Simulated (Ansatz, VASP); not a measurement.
# Two plane-wave programs on GaSb

File POSCAR:

```
GaSb
1.0
    0.0000000000      3.0660524128      3.0660524128
    3.0660524128      0.0000000000      3.0660524128
    3.0660524128      3.0660524128      0.0000000000
Ga Sb
1 1
Direct
    0.0000000000      0.0000000000      0.0000000000
    0.2500000000      0.2500000000      0.2500000000
```

Contents of INCAR.step1:

```
PREC = Accurate
ENCUT = 520
ISMEAR = -1
SIGMA = 0.08
LREAL = False
LASPH = True
NELM = 80
NBANDS = 16
GGA = PE
ALGO = Normal
EDIFF = 1E-4
LWAVE = True
LCHARG = False
```

The input INCAR.step2:

```
PREC = Accurate
ENCUT = 520
EDIFF = 1E-8
ISMEAR = -1
SIGMA = 0.08
LREAL = False
LASPH = True
NELM = 80
ALGO = Normal
ISIF = 2
LWAVE = False
LCHARG = False
METAGGA = R2SCAN
LMIXTAU = True
LEFG = True
NBANDS = 16
ISTART = 1
```

File KPOINTS:

```
regular mesh
0
Gamma
  9 9 9
```

Input for Ansatz:

```yaml
crystal:
  lattice:
    - [0.0, 3.0660524128, 3.0660524128]
    - [3.0660524128, 0.0, 3.0660524128]
    - [3.0660524128, 3.0660524128, 0.0]
  atoms:
    - { symbol: Ga, position: [0.0, 0.0, 0.0] }
    - { symbol: Sb, position: [0.25, 0.25, 0.25] }
kpoints:
  mp_grid: { grid: [9, 9, 9] }
scf:
  occupations: { method: fermi_dirac, width: 0.08 }
hamiltonian:
  xc: r2scan
  pseudopotentials: { kind: paw }
output:
  forces: true
  stress: true
  eigenvalues: true
  efg: { contact_densities: true }
```

Change from the starting cell: functional r2scan, volume scaled by 0.96, PAW files.

Alike in both runs: task electric field gradients; functional r2SCAN; k mesh 9 × 9 × 9; occupations fermi-dirac, width 0.08 eV; no spin polarisation.

|  | VASP | Ansatz |
| --- | --- | --- |
| version | VASP 6.6.1 | Ansatz 0.2.0 |
| potentials or method | VASP PAW PBE potentials, release 64 (Ga_d, Sb) | PAW with Ansatz's default frozen-core files, scalar-relativistic |
| plane-wave cutoff (eV) | 520 | 500 |
| valence electrons in the cell | 18 | 28 |

Ansatz gave:

* pressure (GPa): 0.0

**Question.** What did VASP give for the same quantities?

**Answer.** Pressure (GPa): 0.1.

VASP's potentials were made for PBE, not for r2SCAN. VASP's potentials hold 18 valence electrons a cell and Ansatz's 28, so a difference there can come from the potentials and not from the codes.

Neither program's run includes spin-orbit coupling.
